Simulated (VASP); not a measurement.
Mo, 1 atom in the cell. The structure is cubic, space group Im-3m (No. 229). Conventional cell: a = 3.147 Å, b = 3.147 Å, c = 3.147 Å, α = 90.00°, β = 90.00°, γ = 90.00°. Within 3.6 Å of Mo (site symmetry m-3m) lie 14 Mo at 2.73 to 3.15 Å. 

- Program: VASP 6.6.1
- Task: density of states
- Functional: PBE
- Potentials or basis: VASP PAW PBE potentials, release 64 (Mo_sv)
- Cutoff: 520 eV
- k mesh: 16 × 16 × 16
- Occupations: gaussian, width 0.05 eV
- Spin: no spin polarisation
- Dipole correction: no
- k mesh for the DOS: 24 × 24 × 24
- Occupations for the DOS: tetrahedron
- Further INCAR settings: ALGO = Normal; EDIFF = 1e-06; NBANDS = 13

Potentials or basis: VASP PAW PBE potentials, release 64 (Mo_sv).

Run with:

```console
$ cat potpaw_PBE.64/Mo_sv/POTCAR > POTCAR
$ cp INCAR.step1 INCAR
$ cp KPOINTS.step1 KPOINTS
$ mpirun -np 1 vasp_std > vasp.out
$ cp INCAR.step2 INCAR
$ cp KPOINTS.step2 KPOINTS
$ mpirun -np 1 vasp_std > vasp.out
```

Hardware: 1 thread of AMD EPYC 9R45 96-Core Processor (Zen 5), on a shared host.

**Question.** Estimate the wall time of this run.

**Answer.** Wall time 33 s on 1 thread of AMD EPYC 9R45 96-Core Processor (Zen 5), with other jobs on the host, peak memory 0.19 GiB. Counts: k points 413.
